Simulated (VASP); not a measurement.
Set up this calculation in VASP 6.6.1, as the native input.

```
Task                   : single point
Functional             : LDA
Potentials or basis    : VASP PAW LDA potentials, release 64 (K_sv, F)
Cutoff                 : 520 eV
k mesh                 : 8 × 8 × 8
Occupations            : gaussian, width 0.05 eV
Spin                   : no spin polarisation
Dipole correction      : no
Further INCAR settings : ALGO = Normal; EDIFF = 1e-06; NBANDS = 15
```

The structure of KF lies in POSCAR:

```
KF
1.0
    0.0000000000      2.5817196783      2.9689776300
    2.6268997727      0.0000000000      2.9689776300
    2.6268997727      2.5817196783      0.0000000000
K F
1 1
Direct
    0.0000000000      0.0000000000      0.0000000000
    0.5000000000      0.5000000000      0.5000000000
```

This cell differs from its parent crystal: normal strain along x +0.0175, normal strain along z +0.1500.

These files were run (other wordings do the same):

INCAR

```
SYSTEM = KF
PREC = Accurate
ENCUT = 520
EDIFF = 1E-6
ISMEAR = 0
SIGMA = 0.05
LREAL = .FALSE.
LASPH = .TRUE.
NELM = 80
ALGO = Normal
ISIF = 2
LWAVE = .FALSE.
LCHARG = .TRUE.
LELF = .TRUE.
LVHAR = .TRUE.
NBANDS = 15
```

KPOINTS

```
Automatic mesh
0
G
  8 8 8
  0 0 0
```

Potentials or basis: VASP PAW LDA potentials, release 64 (K_sv, F).

Run with:

```console
$ cat potpaw_LDA.64/K_sv/POTCAR potpaw_LDA.64/F/POTCAR > POTCAR
$ mpirun -np 1 vasp_std > vasp.out
```

It gave:

| Quantity | Value |
| --- | --- |
| Pressure | -3.4 GPa |
| Band gap on the k mesh | 5.40 eV, direct |

Caveat: the cell differs from its parent crystal (normal strain along x +0.0175, normal strain along z +0.1500).

It took 27 s on 1 thread of AMD EPYC 9R45 96-Core Processor (Zen 5), with other jobs on the host, peak memory 0.15 GiB.
